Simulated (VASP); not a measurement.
# BN in VASP: a series of runs, part 2 of 2

VASP 6.6.1. Earlier steps stand in the parts before.

### 3 Single point, PBEsol

INCAR

```
SYSTEM = BN
  ALGO = Normal
  DIPOL = 0.5 0.5 0.500
  EDIFF = 1E-7
  ENCUT = 520
  GGA = PS
  IDIPOL = 3
  ISIF = 2
  ISMEAR = 0
  LASPH = .TRUE.
  LCHARG = .FALSE.
  LDIPOL = .TRUE.
  LREAL = .FALSE.
  LWAVE = .FALSE.
  NBANDS = 26
  NELM = 100
  PREC = Accurate
  SIGMA = 0.05
```

KPOINTS

```
k-points
0
G
  12 12 1
  0 0 0
```

POSCAR

```
BN
1.0
    2.5041946702      0.0000000000      0.0000000000
   -1.2520973351      2.1686962004      0.0000000000
    0.0000000000      0.0000000000     25.4461306388
B N
4 4
Direct
    0.6666666667      0.3333333333      0.2947402930
    0.3333333333      0.6666666667      0.4315598863
    0.0000000000      0.0000000000      0.5683794796
    0.6666666667      0.3333333333      0.7051990729
    0.3333333333      0.6666666667      0.2948009271
    0.0000000000      0.0000000000      0.4316205204
    0.6666666667      0.3333333333      0.5684401137
    0.3333333333      0.6666666667      0.7052597070
```

Potentials or basis: VASP PAW PBE potentials, release 64 (B, N).

On the command line:

```console
> cat potpaw_PBE.64/B/POTCAR potpaw_PBE.64/N/POTCAR > POTCAR
> mpirun -np 1 vasp_std > vasp.out
```

OUTCAR:

```text
SYSTEM = BN
   EDIFF = 1E-7
   ENCUT = 520
   GGA = PS
   ISIF = 2
   ISMEAR = 0
   LASPH = .TRUE.
   LREAL = .FALSE.
   NELM = 100
   PREC = Accurate

 ion  position               nearest neighbor table
   1  0.667  0.333  0.295-   5 1.45   5 1.45   5 1.45
   2  0.333  0.667  0.432-   6 1.45   6 1.45   6 1.45
   3  0.000  0.000  0.568-   7 1.45   7 1.45   7 1.45
   4  0.667  0.333  0.705-   8 1.45   8 1.45   8 1.45
   5  0.333  0.667  0.295-   1 1.45   1 1.45   1 1.45
   6  0.000  0.000  0.432-   2 1.45   2 1.45   2 1.45
   7  0.667  0.333  0.568-   3 1.45   3 1.45   3 1.45
   8  0.333  0.667  0.705-   4 1.45   4 1.45   4 1.45

  LATTYP: Found a hexagonal cell.
 ALAT       =     2.5041946702
 C/A-ratio  =    10.1614027622

  Lattice vectors:

 A1 = (   2.5041946702,   0.0000000000,   0.0000000000)
 A2 = (  -1.2520973351,   2.1686962004,   0.0000000000)
 A3 = (   0.0000000000,   0.0000000000,  25.4461306388)

Analysis of symmetry for initial positions (statically):
=====================================================================
 Subroutine PRICEL returns:
 Original cell was already a primitive cell.

 Routine SETGRP: Setting up the symmetry group for a
 hexagonal supercell.

 Subroutine GETGRP returns: Found  6 space group operations
 (whereof  6 operations were pure point group operations)
 out of a pool of 24 trial point group operations.

The static configuration has the point symmetry C_3v.

Analysis of symmetry for dynamics (positions and initial velocities):
=====================================================================
 Subroutine PRICEL returns:
 Original cell was already a primitive cell.

 Routine SETGRP: Setting up the symmetry group for a
 hexagonal supercell.

 Subroutine GETGRP returns: Found  6 space group operations
 (whereof  6 operations were pure point group operations)
 out of a pool of 24 trial point group operations.

The dynamic configuration has the point symmetry C_3v.

 Subroutine INISYM returns: Found  6 space group operations
 (whereof  6 operations are pure point group operations),
 and found     1 'primitive' translations

----------------------------------------------------------------------------------------

                                     Primitive cell

  volume of cell :     138.1938

  direct lattice vectors                    reciprocal lattice vectors
     2.504194670  0.000000000  0.000000000     0.399329977  0.230553270  0.000000000
    -1.252097335  2.168696200  0.000000000     0.000000000  0.461106539  0.000000000
     0.000000000  0.000000000 25.446130639     0.000000000  0.000000000  0.039298706

  length of vectors
     2.504194670  2.504194670 25.446130639     0.461106539  0.461106539  0.039298706

  position of ions in fractional coordinates (direct lattice)
     0.666666667  0.333333333  0.294740293
     0.333333333  0.666666667  0.431559886
     0.000000000  0.000000000  0.568379480
     0.666666667  0.333333333  0.705199073
     0.333333333  0.666666667  0.294800927
[... 47 lines left out ...]
  0.333333  0.000000  0.000000      6.000000
  0.416667  0.000000  0.000000      6.000000
[... 11 lines left out ...]
  0.333333  0.250000  0.000000     12.000000
  0.333333  0.333333  0.000000      2.000000
   k-points           NKPTS =     19   k-points in BZ     NKDIM =     19   number of bands    NBANDS=     26
   number of dos      NEDOS =    301   number of ions     NIONS =      8
   total plane-waves  NPLWV =  76800
   dimension x,y,z NGX =    20 NGY =   20 NGZ =  192
   dimension x,y,z NGXF=    40 NGYF=   40 NGZF=  384
   ions per type =               4   4
   NGX,Y,Z   is equivalent  to a cutoff of  13.28, 13.28, 12.54 a.u.
   NGXF,Y,Z  is equivalent  to a cutoff of  26.55, 26.55, 25.09 a.u.
 SYSTEM =  BN
   PREC   = accura    normal or accurate (medium, high low for compatibility)
   ISTART =      0    job   : 0-new  1-cont  2-samecut
   ICHARG =      2    charge: 1-file 2-atom 10-const
   ISPIN  =      1    spin polarized calculation?
   LNONCOLLINEAR =      F non collinear calculations
   LSORBIT =      F    spin-orbit coupling
   LASPH  =      T    aspherical Exc in radial PAW
   ENCUT  =  520.0 eV  38.22 Ry    6.18 a.u.   4.66  4.66 47.31*2*pi/ulx,y,z
   NELM   =    100;   NELMIN=  2; NELMDL= -5     # of ELM steps
   EDIFF  = 0.1E-06   stopping-criterion for ELM
   LREAL  =      F    real-space projection
   EDIFFG = 0.1E-05   stopping-criterion for IOM
   NSW    =      0    number of steps for IOM
   IBRION =     -1    ionic relax: 0-MD 1-quasi-New 2-CG
   NFREE  =      0    steps in history (QN), initial steepest desc. (CG)
   ISIF   =      2    stress and relaxation
   ISYM   =      2    0-nonsym 1-usesym 2-fastsym
   POTIM  = 0.5000    time-step for ionic-motion
   TEBEG  =    0.0;   TEEND  =   0.0 temperature during run
   PSTRESS=    0.0 pullay stress
   NELECT =      32.0000    total number of electrons
   NUPDOWN=      -1.0000    fix difference up-down
   EMIN   =  10.00;   EMAX   =-10.00  energy-range for DOS
   EFERMI =   0.00;   METHOD = LEGACY
   ISMEAR =     0;   SIGMA  =   0.05  broadening in eV -4-tet -1-fermi 0-gaus
   EFERMI_NEDOS =   21; number of points for ismear=-14 and -15
   IALGO  =     38    algorithm
   IMIX   =      4    mixing-type and parameters
     AMIX     =   0.40;   BMIX     =  1.00
     AMIX_MAG =   1.60;   BMIX_MAG =  1.00
  volume/ion in A,a.u.               =      17.27       116.57
  Fermi-wavevector in a.u.,A,eV,Ry     =   1.005299  1.899740 13.750406  1.010626
  Thomas-Fermi vector in A             =   2.137970
   LORBIT       =      0    0 simple, 1 ext, 2 COOP (PROOUT), +10 PAW based schemes
   GGA     = PS    functional components
   LHFCALC =     F    Hartree Fock is set to
   AEXX    =    0.0000 exact exchange contribution
   IVDW    =     0    specifies the selected vdW correction
   LEPSILON=     F    determine dielectric tensor
   LRPA    =     F    only Hartree local field effects (RPA)
 non-spin polarized calculation
 Gauss-broadening in eV      SIGMA  =   0.05
  energy-cutoff  :      520.00
  volume of cell :      138.19
 maximum number of plane-waves:      3759
 NGX is ok and might be reduce to    20
   NGX =  9   NGY =  9   NGZ = 95

 number of electron      31.9999999 magnetization

 dipolmoment           0.000000      0.000000      0.008256 electrons x Angstroem

 Free energy of the ion-electron system (eV)
  ---------------------------------------------------
  ext. energy  EPLUGINS =         0.00000000
  ---------------------------------------------------
  free energy    TOTEN  =       -73.13175440 eV

  energy without entropy =      -73.13175440  energy(sigma->0) =      -73.13175440

 E-fermi :  -1.2276     XC(G=0):  -5.7455

 val. band max:       -1.5390453687   @ k =   0.3333   0.3333   0.0000
 cond. band min:       2.6366343405   @ k =   0.5000  -0.0000   0.0000
 fundamental gap:      4.1756797092
 Fermi energy:        -1.2276295622

 k-point     1 :       0.0000    0.0000    0.0000
  band No.  band energies     occupation
      1     -19.4482      2.00000
      2     -19.3400      2.00000
      3     -19.2459      2.00000
      4     -19.1337      2.00000
      5      -7.6400      2.00000
      6      -7.2337      2.00000
[... 540 lines left out ...]
     25      11.6892      0.00000
     26      11.9181      0.00000

------------------------ aborting loop because EDIFF is reached ----------------------------------------

 vacuum level on the upper side and lower side of the slab       (xc-potential included)         0.060        -0.208

  FORCE on cell =-STRESS in cart. coord.  units (eV):
  Direction    XX          YY          ZZ          XY          YZ          ZX
  --------------------------------------------------------------------------------------
  -------------------------------------------------------------------------------------
  Total        0.2062628      0.2062628     -0.0548206      0.0000000      0.0000000      0.0000000
  in kB        2.3913494      2.3913494     -0.6355741      0.0000000      0.0000000      0.0000000
  external PRESSURE =       1.3823749 kB  Pullay stress =       0.0000000 kB

 VOLUME and BASIS-vectors are now :
 -----------------------------------------------------------------------------
  energy-cutoff  :      520.00
  volume of cell :      138.19
      direct lattice vectors                 reciprocal lattice vectors
     2.504194670  0.000000000  0.000000000     0.399329977  0.230553270  0.000000000
    -1.252097335  2.168696200  0.000000000     0.000000000  0.461106539  0.000000000
     0.000000000  0.000000000 25.446130639     0.000000000  0.000000000  0.039298706

 POSITION                                       TOTAL-FORCE (eV/Angst)
 -----------------------------------------------------------------------------------
      1.25210      0.72290      7.50000         0.000000      0.000000      0.043525
     -0.00000      1.44580     10.98153         0.000000      0.000000      0.016010
      0.00000      0.00000     14.46306        -0.000000      0.000000      0.016189
      1.25210      0.72290     17.94459         0.000000     -0.000000     -0.005091
     -0.00000      1.44580      7.50154        -0.000000      0.000000     -0.045364
      0.00000      0.00000     10.98307         0.000000      0.000000     -0.016552
      1.25210      0.72290     14.46460         0.000000     -0.000000     -0.015708
     -0.00000      1.44580     17.94613        -0.000000      0.000000      0.006992
 -----------------------------------------------------------------------------------
    total drift:                                0.000000     -0.000000     -0.000123

  FREE ENERGIE OF THE ION-ELECTRON SYSTEM (eV)
  ---------------------------------------------------
  free  energy   TOTEN  =       -73.1317544041 eV

  energy  without entropy=      -73.1317544041  energy(sigma->0) =      -73.13175440

 vacuum level on the upper side and lower side of the slab         4.323         4.049
```

It took 1.7 min on 1 thread of Intel Xeon Platinum 8259CL at 2.50GHz (Skylake/Cascade Lake), shared host; peak memory 0.26 GiB.

What came out:

```yaml
Free_energy: -73.1318 eV
Largest_force: 0.045 eV/Å
Band_gap_on_the_k_mesh: 4.18 eV (least direct gap 4.34 eV)
```

Forces on the atoms (eV/Å):
```
B    0.000  0.000  0.044
B    0.000  0.000  0.016
B    0.000  0.000  0.016
B    0.000  0.000 -0.005
N    0.000  0.000 -0.045
N    0.000  0.000 -0.017
N    0.000  0.000 -0.016
N    0.000  0.000  0.007
```

Caveat: the PAW data sets were made with another functional, which shifts forces and pressure a little.
